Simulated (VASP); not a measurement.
A run of VASP 6.6.1 is set up as follows.

Contents of INCAR:

```
PREC = Accurate
ENCUT = 600
EDIFF = 1E-6
ISMEAR = -1
SIGMA = 0.05
LREAL = F
LASPH = T
NELM = 80
ALGO = Normal
ISIF = 3
LWAVE = F
LCHARG = F
GGA = PE
IBRION = 2
NSW = 100
EDIFFG = -0.003
```

File KPOINTS:

```
regular mesh
0
Gamma
  9 9 7
```

File POSCAR:

```
Se
1.0
    4.3662000000      0.0000000000      0.0000000000
   -2.1831000000      3.7812401180      0.0000000000
    0.0000000000      0.0000000000      4.9536000000
Se
3
Direct
    0.2254000000      0.0000000000      0.3333333333
    0.0000000000      0.2254000000      0.6666666667
    0.7746000000      0.7746000000      0.0000000000
```

Potentials or basis: VASP PAW PBE potentials, release 64 (Se).

Command:

```sh
$ cat potpaw_PBE.64/Se/POTCAR > POTCAR
$ mpirun -np 1 vasp_std > vasp.out
```

Question: What does it give for the band gap on the k mesh?

Answer: 1.21 eV (least direct gap 1.31 eV).

Question: What does it give for the relaxed cell?

Answer: a = 4.524 Å, b = 4.524 Å, c = 5.047 Å, α = 90.00°, β = 90.00°, γ = 120.00°.

Final structure:
```xyz
3
Lattice="4.5238 0.0000 0.0000 -2.2619 3.9178 0.0000 0.0000 0.0000 5.0465" Properties=species:S:1:pos:R:3 pbc="T T T"
Se    0.9907    0.0000    1.6822
Se   -0.4953    0.8580    3.3643
Se    1.7666    3.0598    0.0000
```

Caveat: an odd mesh through Γ misses points on the zone boundary, where band edges can lie. Zero-point motion and thermal expansion aren't in these numbers.
